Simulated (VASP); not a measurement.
Runs of VASP 6.6.1 on WS. The structure is that of space group I4/mmm (No. 139), or close to it. The cells are those of the table. 

```tsv
cell	gap on the mesh (eV)	pressure (GPa)
a = 3.901 Å, angles 113.4, 113.4, 101.9°, 2 atoms	none	-23.1
a = 3.847 Å, angles 113.4, 113.4, 101.9°, 2 atoms	none	-21.7
a = 3.927 Å, angles 113.4, 113.4, 101.9°, 2 atoms	none	-23.6
a = 3.874 Å, angles 113.4, 113.4, 101.9°, 2 atoms	none	-22.4
a = 3.979 Å, angles 113.4, 113.4, 101.9°, 2 atoms	none	(b)
a = 3.953 Å, angles 113.4, 113.4, 101.9°, 2 atoms	none	(a)
```

Alike in all rows: task single point; level PBE; potentials or basis VASP PAW PBE potentials, release 64 (W_sv, S); no spin polarisation; k mesh 9 × 9 × 9; cutoff (eV) 520; smearing fermi-dirac 0.05 eV.

Q: Estimate the missing entries.

A: (a) -23.9; (b) -24.2.

Caveats: spin-orbit coupling is left out, which moves the levels of the heavy elements.

A k mesh can miss the band edges, and the runs leave out spin-orbit coupling on W.

A gap of «none» marks levels without a gap at the run's occupations.
